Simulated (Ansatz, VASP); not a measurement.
**Two plane-wave programs on BaTiO3**

INCAR

```
PREC = Accurate
ENCUT = 520
EDIFF = 1E-6
ISMEAR = 0
SIGMA = 0.01
LREAL = F
LASPH = T
NELM = 150
ALGO = Normal
ISIF = 2
LWAVE = F
LCHARG = F
LMAXMIX = 4
LDAU = T
LDAUTYPE = 2
LDAUL = -1 2 -1
LDAUU = 0 2 0
LDAUJ = 0 0 0
LDAUPRINT = 1
GGA = PS
NBANDS = 28
```

The input KPOINTS:

```
Automatic mesh
0
Gamma
  6 6 6
```

The input POSCAR:

```
BaTiO3
1.0
    3.9998000000      0.0000000000      0.0000000000
    0.0000000000      3.9998000000      0.0000000000
    0.0000000000      0.0000000000      4.0180000000
Ba Ti O
1 1 3
Direct
    0.0000000000      0.0000000000      0.0000000000
    0.5000000000      0.5000000000      0.4900000000
    0.5000000000      0.5000000000      0.0190000000
    0.5000000000      0.0000000000      0.5170000000
    0.0000000000      0.5000000000      0.5170000000
```

Input for Ansatz:

```yaml
crystal:
  lattice:
    - [3.9998, 0.0, 0.0]
    - [0.0, 3.9998, 0.0]
    - [0.0, 0.0, 4.018]
  atoms:
    - { symbol: Ba, position: [0.0, 0.0, 0.0] }
    - { symbol: Ti, position: [0.5, 0.5, 0.49000000000000005] }
    - { symbol: O, position: [0.5, 0.5, 0.019] }
    - { symbol: O, position: [0.5, 0.0, 0.517] }
    - { symbol: O, position: [0.0, 0.5, 0.517] }
kpoints:
  mp_grid:
    grid: [6, 6, 6]
hamiltonian:
  xc: pbesol
  hubbard:
    - { species: Ti, l: d, u_eff: 2.0 }
scf:
  occupations:
    method: fixed
output:
  eigenvalues: true
```

Alike in both runs: task single point; functional PBEsol; k mesh 6 × 6 × 6; no spin polarisation; Hubbard terms Ti d U = 2.0 eV.

|  | VASP | Ansatz |
| --- | --- | --- |
| version | VASP 6.6.1 | Ansatz 0.2.0 |
| potentials or method | VASP PAW PBE potentials, release 64 (Ba_sv, Ti_sv, O) | plane waves, PAW |
| plane-wave cutoff (eV) | 520 | 420 |
| occupations | gaussian, width 0.01 eV | fixed |
| valence electrons in the cell | 40 | 40 |

```tsv
	VASP	Ansatz	Ansatz less VASP
gap on the k mesh at the Fermi level (eV)	1.95	2.00	+0.052
```

VASP's potentials were made for PBE, not for PBEsol. The programs project onto different local orbitals, so the same U acts differently, and such runs can settle in different states.

Neither program's run includes spin-orbit coupling.
